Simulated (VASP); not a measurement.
# NbAs (F-43m) in VASP: further runs

Runs on NbAs. Level: PBE. Tasks: single point.

Everything below comes from runs of VASP 6.6.1. Logs are shortened: lines on timing, memory, paths and dates and some standing lists are left out, and cuts for length are marked.

## (1) The cell of the first run

It takes space group F-43m (No. 216, cubic). The conventional cell has a = 5.814 Å, b = 5.814 Å, c = 5.814 Å, α = 90.00°, β = 90.00°, γ = 90.00°. Nb (site symmetry -43m) has 4 As at 2.52 Å within 3.3 Å. Within 3.3 Å of As (site symmetry -43m) lie 4 Nb at 2.52 Å.

## (2) Single point, PBE, collinear spin

Contents of INCAR:

```
PREC = Accurate ; ENCUT = 500
EDIFF = 1E-6 ; ISMEAR = 0
SIGMA = 0.1 ; LREAL = F
LASPH = T ; NELM = 200
ALGO = Normal ; ISIF = 2
LWAVE = F ; LCHARG = T
ISPIN = 2 ; MAGMOM = 1 -1 0 0
LORBIT = 11 ; LMAXMIX = 4
GGA = PE ; LELF = T
LVHAR = T ; NBANDS = 30
GGA_COMPAT = F
```

Contents of KPOINTS:

```
Automatic mesh
0
Gamma
  12 12 6
```

Contents of POSCAR:

```
NbAs
1.0
    0.0000000000      2.9067815048      2.9067815048
    5.8135630096      2.9067815048      2.9067815048
    5.8135630096      5.8135630096      0.0000000000
Nb As
2 2
Direct
    1.0000000000      0.0000000000      1.0000000000
    1.0000000000      0.0000000000      0.5000000000
    0.2500000000      0.2500000000      0.0000000000
    0.2500000000      0.2500000000      0.5000000000
```

Potentials or basis: VASP PAW PBE potentials, release 64 (Nb_sv, As).

On the command line:

```
$ cat potpaw_PBE.64/Nb_sv/POTCAR potpaw_PBE.64/As/POTCAR > POTCAR
$ mpirun -np 1 vasp_std > vasp.out
```

OUTCAR:

```text
PREC = Accurate
   ENCUT = 500
   EDIFF = 1E-6
   ISMEAR = 0
   LREAL = F
   LASPH = T
   NELM = 200
   ISIF = 2
   ISPIN = 2
   LORBIT = 11
   GGA = PE

 ion  position               nearest neighbor table
   1  0.000  0.000  0.000-   3 2.52   4 2.52   4 2.52   3 2.52
   2  0.000  0.000  0.500-   4 2.52   3 2.52   3 2.52   4 2.52
   3  0.250  0.250  0.000-   1 2.52   2 2.52   1 2.52   2 2.52
   4  0.250  0.250  0.500-   1 2.52   2 2.52   2 2.52   1 2.52

  LATTYP: Found a simple tetragonal cell.
 ALAT       =     4.1108098269
 C/A-ratio  =     1.4142135624

  Lattice vectors:

 A1 = (   0.0000000000,  -2.9067815048,   2.9067815048)
 A2 = (   0.0000000000,  -2.9067815048,  -2.9067815048)
 A3 = (   5.8135630096,   0.0000000000,   0.0000000000)

Analysis of symmetry for initial positions (statically):
=====================================================================
 Subroutine PRICEL returns following result:

  LATTYP: Found a face centered cubic cell.
 ALAT       =     5.8135630096
[... 12 lines left out ...]
 Subroutine GETGRP returns: Found  8 space group operations
 (whereof  8 operations were pure point group operations)
 out of a pool of 16 trial point group operations.

The static configuration has the point symmetry D_2d.

Analysis of symmetry for dynamics (positions and initial velocities):
=====================================================================
 Subroutine PRICEL returns following result:

  LATTYP: Found a face centered cubic cell.
 ALAT       =     5.8135630096
[... 12 lines left out ...]
 Subroutine GETGRP returns: Found  8 space group operations
 (whereof  8 operations were pure point group operations)
 out of a pool of 16 trial point group operations.

The dynamic configuration has the point symmetry D_2d.

Analysis of structural, dynamic, and magnetic symmetry:
=====================================================================
 Subroutine PRICEL returns following result:

  LATTYP: Found a face centered cubic cell.
 ALAT       =     5.8135630096
[... 12 lines left out ...]
 Subroutine GETGRP returns: Found  8 space group operations
 (whereof  8 operations were pure point group operations)
 out of a pool of 16 trial point group operations.

The overall configuration has the point symmetry D_2d.

 Subroutine INISYM returns: Found  8 space group operations
 (whereof  8 operations are pure point group operations),
 and found     2 'primitive' translations

----------------------------------------------------------------------------------------

[... 116 lines left out ...]
   LORBIT       =     11    0 simple, 1 ext, 2 COOP (PROOUT), +10 PAW based schemes
   GGA     = PE    functional components
   LHFCALC =     F    Hartree Fock is set to
   AEXX    =    0.0000 exact exchange contribution
   IVDW    =     0    specifies the selected vdW correction
   LEPSILON=     F    determine dielectric tensor
   LRPA    =     F    only Hartree local field effects (RPA)
 spin polarized calculation
 Gauss-broadening in eV      SIGMA  =   0.10
  energy-cutoff  :      500.00
  volume of cell :       98.24
 maximum number of plane-waves:      2566
 NGX is ok and might be reduce to    30

 number of electron      36.0000002 magnetization      -0.0000000

 number of electron      36.0000002 magnetization       0.0000000

 Free energy of the ion-electron system (eV)
  ---------------------------------------------------
  ext. energy  EPLUGINS =         0.00000000
  ---------------------------------------------------
  free energy    TOTEN  =       -28.59684027 eV

  energy without entropy =      -28.56871871  energy(sigma->0) =      -28.58277949

 E-fermi :   5.8528     XC(G=0):  -9.9256

 val. band max:        5.8404302055   @ k =   0.5000   0.0000   0.5000
 cond. band min:       5.8560084476   @ k =  -0.3333   0.1667   0.1667
 fundamental gap:      0.0155782422
 Fermi energy:         5.8527629003

 spin component 1

 k-point     1 :       0.0000    0.0000    0.0000
  band No.  band energies     occupation
      1     -49.6207      1.00000
      2     -49.6159      1.00000
      3     -25.7561      1.00000
      4     -25.7130      1.00000
      5     -25.7130      1.00000
      6     -25.6889      1.00000
[... 781 lines left out ...]
     29      14.1697      0.00000
     30      14.2473      0.00000

 [... further k-points ...]

 spin component 2

 k-point     1 :       0.0000    0.0000    0.0000
  band No.  band energies     occupation
      1     -49.6207      1.00000
      2     -49.6159      1.00000
      3     -25.7561      1.00000
      4     -25.7130      1.00000
      5     -25.7130      1.00000
      6     -25.6889      1.00000
[... 781 lines left out ...]
     29      14.1697      0.00000
     30      14.2473      0.00000

 [... further k-points ...]
[... 5 lines left out ...]
  --------------------------------------------------------------------------------------
  -------------------------------------------------------------------------------------
  Total        0.0420051      0.0420688      0.0420688      0.0000000      0.0000000     -0.0000000
  in kB        0.6850393      0.6860781      0.6860781      0.0000000      0.0000000     -0.0000000
  external PRESSURE =       0.6857318 kB  Pullay stress =       0.0000000 kB

 VOLUME and BASIS-vectors are now :
 -----------------------------------------------------------------------------
  energy-cutoff  :      500.00
  volume of cell :       98.24
      direct lattice vectors                 reciprocal lattice vectors
     0.000000000  2.906781505  2.906781505    -0.172011553  0.172011553  0.172011553
     5.813563010  2.906781505  2.906781505     0.172011553 -0.172011553  0.172011553
     5.813563010  5.813563010  0.000000000     0.000000000  0.172011553 -0.172011553

 POSITION                                       TOTAL-FORCE (eV/Angst)
 -----------------------------------------------------------------------------------
      0.00000      0.00000      0.00000        -0.000000     -0.000000     -0.000000
      2.90678      2.90678      0.00000        -0.000000     -0.000000     -0.000000
      1.45339      1.45339      1.45339         0.000000      0.000000      0.000000
      4.36017      4.36017      1.45339         0.000000      0.000000      0.000000
 -----------------------------------------------------------------------------------
    total drift:                               -0.000005     -0.000002      0.000000

  FREE ENERGIE OF THE ION-ELECTRON SYSTEM (eV)
  ---------------------------------------------------
  free  energy   TOTEN  =       -28.5968402746 eV

  energy  without entropy=      -28.5687187105  energy(sigma->0) =      -28.58277949

 total charge

# of ion       s       p       d       tot
------------------------------------------
    1        2.162   5.974   2.495  10.631
    2        2.162   5.974   2.495  10.631
    3        1.211   1.667   0.061   2.939
    4        1.211   1.667   0.061   2.939
--------------------------------------------------
tot          6.745  15.282   5.113  27.140

 magnetization (x)

# of ion       s       p       d       tot
------------------------------------------
    1        0.000   0.000   0.000   0.000
    2       -0.000  -0.000  -0.000  -0.000
    3        0.000   0.000   0.000   0.000
    4        0.000   0.000   0.000   0.000
--------------------------------------------------
tot          0.000   0.000   0.000   0.000
```

stdout:

```text
POSCAR found type information on POSCAR NbAs
 POSCAR found :  2 types and       4 ions
 scaLAPACK will be used
 LDA part: xc-table for (Slater+PW92), standard interpolation
 POSCAR, INCAR and KPOINTS ok, starting setup
 FFT: planning ... GRIDC
 FFT: planning ... GRID_SOFT
 FFT: planning ... GRID
 WAVECAR not read
 entering main loop
```

Wall time 39 min (1 thread of Intel Xeon 8259CL, shared host); peak memory 0.65 GiB.

What came out:

```
Free energy                                           : -28.5968 eV
Pressure                                              : 0.1 GPa
Band gap on the k mesh                                : zero (filled and empty bands overlap)
Net moment                                            : 0.00 μB per cell
Valence electrons inside the program's atomic spheres : Nb 10.63; As 2.94
```

Levels at points of the mesh, in eV from the Fermi level:
Spin up:
```csv
k point,band 14,band 15,band 16,band 17,band 18,band 19,band 20,band 21,band 22,band 23
"(0.00, 0.00, 0.00)",-3.44,-2.11,-2.11,-1.01,0.01,0.01,0.76,0.82,1.37,1.37
"(0.50, 0.00, 0.00)",-3.04,-3.04,-3.04,0.37,0.37,0.37,0.37,0.61,0.61,3.24
"(0.50, 0.50, 0.00)",-2.11,-2.11,-2.11,-1.01,-1.01,0.76,0.76,0.82,0.82,1.37
"(0.00, 0.00, 0.50)",-3.39,-2.87,-2.87,-0.28,-0.28,0.24,0.24,1.15,1.15,2.43
"(0.50, 0.00, 0.50)",-3.35,-2.07,-2.07,-1.15,-1.15,-0.01,-0.01,0.80,0.80,1.64
"(0.00, 0.50, 0.50)",-2.95,-2.95,-2.95,-0.78,-0.78,0.36,0.36,3.40,3.40,3.40
```
Spin down:
```
           k point  band 15  band 16  band 17  band 18  band 19  band 20  band 21  band 22
(0.00, 0.00, 0.00)    -2.11    -2.11    -1.01     0.01     0.01     0.76     0.82     1.37
(0.50, 0.00, 0.00)    -3.04    -3.04     0.37     0.37     0.37     0.37     0.61     0.61
(0.50, 0.50, 0.00)    -2.11    -2.11    -1.01    -1.01     0.76     0.76     0.82     0.82
(0.00, 0.00, 0.50)    -2.87    -2.87    -0.28    -0.28     0.24     0.24     1.15     1.15
(0.50, 0.00, 0.50)    -2.07    -2.07    -1.15    -1.15    -0.01    -0.01     0.80     0.80
(0.00, 0.50, 0.50)    -2.95    -2.95    -0.78    -0.78     0.36     0.36     3.40     3.40
```

## (3) Single point, PBE, collinear spin

This run uses another cell than the first one, of the same volume but with other edges.

Contents of INCAR:

```
PREC = Accurate
ENCUT = 500
EDIFF = 1E-6
ISMEAR = 0
SIGMA = 0.1
LREAL = False
LASPH = True
NELM = 200
ALGO = Normal
ISIF = 2
LWAVE = False
LCHARG = False
ISPIN = 2
MAGMOM = 1 -1 0 0
LORBIT = 11
LMAXMIX = 4
GGA = PE
NBANDS = 30
GGA_COMPAT = False
```

KPOINTS is that of step 2.

Contents of POSCAR:

```
NbAs
1.0
    0.0000000000      2.9067815048      2.9067815048
    2.9067815048      0.0000000000      2.9067815048
    5.8135630096      5.8135630096      0.0000000000
Nb As
2 2
Direct
    1.0000000000      0.0000000000      0.0000000000
    1.0000000000      0.0000000000      0.5000000000
    0.2500000000      0.2500000000      0.1250000000
    0.2500000000      0.2500000000      0.6250000000
```

Potentials or basis: VASP PAW PBE potentials, release 64 (Nb_sv, As).

On the command line:

```
$ cat potpaw_PBE.64/Nb_sv/POTCAR potpaw_PBE.64/As/POTCAR > POTCAR
$ mpirun -np 1 vasp_std > vasp.out
```

OUTCAR:

```text
PREC = Accurate
   ENCUT = 500
   EDIFF = 1E-6
   ISMEAR = 0
   LREAL = False
   LASPH = True
   NELM = 200
   ISIF = 2
   ISPIN = 2
   LORBIT = 11
   GGA = PE

 ion  position               nearest neighbor table
   1  0.000  0.000  0.000-   3 2.52   4 2.52   3 2.52   3 2.52
   2  0.000  0.000  0.500-   4 2.52   3 2.52   4 2.52   4 2.52
   3  0.250  0.250  0.125-   1 2.52   1 2.52   1 2.52   2 2.52
   4  0.250  0.250  0.625-   2 2.52   2 2.52   1 2.52   2 2.52

  LATTYP: Found a trigonal (rhomboedric) cell.
 ALAT       =     7.1201314805
 COS(alpha) =     0.8333333333

  Lattice vectors:

 A1 = (   5.8135630096,   2.9067815048,  -2.9067815048)
 A2 = (   2.9067815048,   2.9067815048,  -5.8135630096)
 A3 = (   2.9067815048,   5.8135630096,  -2.9067815048)

Analysis of symmetry for initial positions (statically):
=====================================================================
 Subroutine PRICEL returns following result:

  LATTYP: Found a face centered cubic cell.
 ALAT       =     5.8135630096
[... 12 lines left out ...]
 Subroutine GETGRP returns: Found  6 space group operations
 (whereof  6 operations were pure point group operations)
 out of a pool of 12 trial point group operations.

The static configuration has the point symmetry C_3v.

Analysis of symmetry for dynamics (positions and initial velocities):
=====================================================================
 Subroutine PRICEL returns following result:

  LATTYP: Found a face centered cubic cell.
 ALAT       =     5.8135630096
[... 12 lines left out ...]
 Subroutine GETGRP returns: Found  6 space group operations
 (whereof  6 operations were pure point group operations)
 out of a pool of 12 trial point group operations.

The dynamic configuration has the point symmetry C_3v.

Analysis of structural, dynamic, and magnetic symmetry:
=====================================================================
[... 184 lines left out ...]
  ext. energy  EPLUGINS =         0.00000000
  ---------------------------------------------------
  free energy    TOTEN  =       -28.61456646 eV

  energy without entropy =      -28.59463519  energy(sigma->0) =      -28.60460082

 E-fermi :   5.8201     XC(G=0):  -9.9175

 val. band max:        5.8123409830   @ k =   0.4167   0.0833   0.0000
 cond. band min:       5.8247006153   @ k =  -0.2500   0.4167   0.1667
 fundamental gap:      0.0123596323
 Fermi energy:         5.8200700740

 spin component 1

 k-point     1 :       0.0000    0.0000    0.0000
  band No.  band energies     occupation
      1     -49.7314      1.00000
      2     -49.4192      1.00000
      3     -25.8701      1.00000
      4     -25.8288      1.00000
      5     -25.8288      1.00000
      6     -25.4920      1.00000
[... 781 lines left out ...]
     29      13.8641      0.00000
     30      14.2630      0.00000

 [... further k-points ...]

 spin component 2

 k-point     1 :       0.0000    0.0000    0.0000
  band No.  band energies     occupation
      1     -49.7314      1.00000
      2     -49.4192      1.00000
      3     -25.8701      1.00000
      4     -25.8288      1.00000
      5     -25.8288      1.00000
      6     -25.4920      1.00000
[... 781 lines left out ...]
     29      13.8641      0.00000
     30      14.2630      0.00000

 [... further k-points ...]
[... 5 lines left out ...]
  --------------------------------------------------------------------------------------
  -------------------------------------------------------------------------------------
  Total        0.3386433      0.3386433      0.3386433      0.0587502     -0.0587502     -0.0587502
  in kB        5.5227575      5.5227575      5.5227575      0.9581255     -0.9581255     -0.9581255
  external PRESSURE =       5.5227575 kB  Pullay stress =       0.0000000 kB

 VOLUME and BASIS-vectors are now :
 -----------------------------------------------------------------------------
  energy-cutoff  :      500.00
  volume of cell :       98.24
      direct lattice vectors                 reciprocal lattice vectors
     0.000000000  2.906781505  2.906781505    -0.172011553  0.172011553  0.172011553
     2.906781505  0.000000000  2.906781505     0.172011553 -0.172011553  0.172011553
     5.813563010  5.813563010  0.000000000     0.086005776  0.086005776 -0.086005776

 POSITION                                       TOTAL-FORCE (eV/Angst)
 -----------------------------------------------------------------------------------
      0.00000      0.00000      0.00000         0.028428      0.028428     -0.028428
      2.90678      2.90678      0.00000         0.028428      0.028428     -0.028428
      1.45339      1.45339      1.45339        -0.028428     -0.028428      0.028428
      4.36017      4.36017      1.45339        -0.028428     -0.028428      0.028428
 -----------------------------------------------------------------------------------
    total drift:                                0.000102      0.000102     -0.000101

  FREE ENERGIE OF THE ION-ELECTRON SYSTEM (eV)
  ---------------------------------------------------
  free  energy   TOTEN  =       -28.6145664618 eV

  energy  without entropy=      -28.5946351880  energy(sigma->0) =      -28.60460082

 total charge

# of ion       s       p       d       tot
------------------------------------------
    1        2.161   5.974   2.503  10.639
    2        2.161   5.974   2.503  10.639
    3        1.211   1.669   0.060   2.940
    4        1.211   1.669   0.060   2.940
--------------------------------------------------
tot          6.744  15.287   5.127  27.158

 magnetization (x)

# of ion       s       p       d       tot
------------------------------------------
    1        0.006   0.004   0.452   0.461
    2       -0.006  -0.004  -0.452  -0.461
    3       -0.002  -0.017   0.007  -0.012
    4        0.002   0.017  -0.007   0.012
--------------------------------------------------
tot          0.000   0.000   0.000   0.000
```

OSZICAR:

```text
N       E                     dE             d eps       ncg     rms          rms(c)
DAV:   1     0.318620506025E+03    0.31862E+03   -0.17396E+04 11808   0.109E+03
DAV:   2    -0.550525728612E+01   -0.32413E+03   -0.31182E+03 14810   0.387E+02
DAV:   3    -0.285121368468E+02   -0.23007E+02   -0.22437E+02 19322   0.827E+01
DAV:   4    -0.306546294736E+02   -0.21425E+01   -0.21181E+01 19188   0.201E+01
DAV:   5    -0.306874759208E+02   -0.32846E-01   -0.32828E-01 17146   0.249E+00    0.105E+01
DAV:   6    -0.285270535282E+02    0.21604E+01   -0.68107E+00 17212   0.156E+01    0.326E+00
DAV:   7    -0.286060554162E+02   -0.79002E-01   -0.56284E-01 17298   0.442E+00    0.226E+00
DAV:   8    -0.286121252430E+02   -0.60698E-02   -0.46261E-02 18958   0.121E+00    0.133E+00
DAV:   9    -0.286141449297E+02   -0.20197E-02   -0.12421E-02 14486   0.760E-01    0.302E-01
DAV:  10    -0.286144249591E+02   -0.28003E-03   -0.17569E-03 18306   0.300E-01    0.140E-01
DAV:  11    -0.286144896566E+02   -0.64697E-04   -0.30704E-04 14904   0.900E-02    0.729E-02
DAV:  12    -0.286145578095E+02   -0.68153E-04   -0.18043E-04 14930   0.645E-02    0.273E-02
DAV:  13    -0.286145671320E+02   -0.93225E-05   -0.35105E-05 16724   0.241E-02    0.140E-02
DAV:  14    -0.286145664618E+02    0.67019E-06   -0.91297E-06 13222   0.102E-02
   1 F= -.28614566E+02 E0= -.28604601E+02  d E =-.199313E-01  mag=    -0.0000
```

Wall time 4.6 min (1 thread of Intel Xeon 6975P-C (Granite Rapids), shared host); peak memory 0.53 GiB.

What came out:

- Free energy: -28.6146 eV
- Pressure: 0.6 GPa
- Band gap on the k mesh: zero (filled and empty bands overlap)
- Net moment: 0.00 μB per cell
- Site moments: Nb +0.46, -0.46; As -0.01, +0.01 μB
- Valence electrons inside the program's atomic spheres: Nb 10.64; As 2.94

Stress tensor (GPa, compression positive):
```
 0.55  0.10 -0.10
 0.10  0.55 -0.10
-0.10 -0.10  0.55
```

Levels at points of the mesh, in eV from the Fermi level:
Spin up:
```
           k point  band 16  band 17  band 18  band 19  band 20  band 21
(0.00, 0.00, 0.00)    -2.99    -0.07    -0.07     0.59     0.59     0.67
(0.50, 0.00, 0.00)    -2.06    -0.97     0.30     0.36     0.66     0.96
(0.00, 0.00, 0.50)    -3.09    -0.26    -0.26     0.28     0.28     2.63
(0.50, 0.00, 0.50)    -2.52    -0.58    -0.44     0.28     0.52     0.73
```
Spin down:
| k point | band 14 | band 15 | band 16 | band 17 | band 18 | band 19 | band 20 | band 21 | band 22 | band 23 |
| --- | --- | --- | --- | --- | --- | --- | --- | --- | --- | --- |
| (0.00, 0.00, 0.00) | -3.40 | -2.99 | -2.99 | -0.07 | -0.07 | 0.59 | 0.59 | 0.67 | 2.28 | 3.29 |
| (0.50, 0.00, 0.00) | -3.00 | -2.06 | -2.06 | -0.97 | 0.30 | 0.36 | 0.66 | 0.96 | 0.97 | 1.42 |
| (0.00, 0.00, 0.50) | -3.22 | -3.09 | -3.09 | -0.26 | -0.26 | 0.28 | 0.28 | 2.63 | 2.69 | 4.22 |
| (0.50, 0.00, 0.50) | -2.90 | -2.66 | -2.52 | -0.58 | -0.44 | 0.28 | 0.52 | 0.73 | 0.80 | 2.51 |
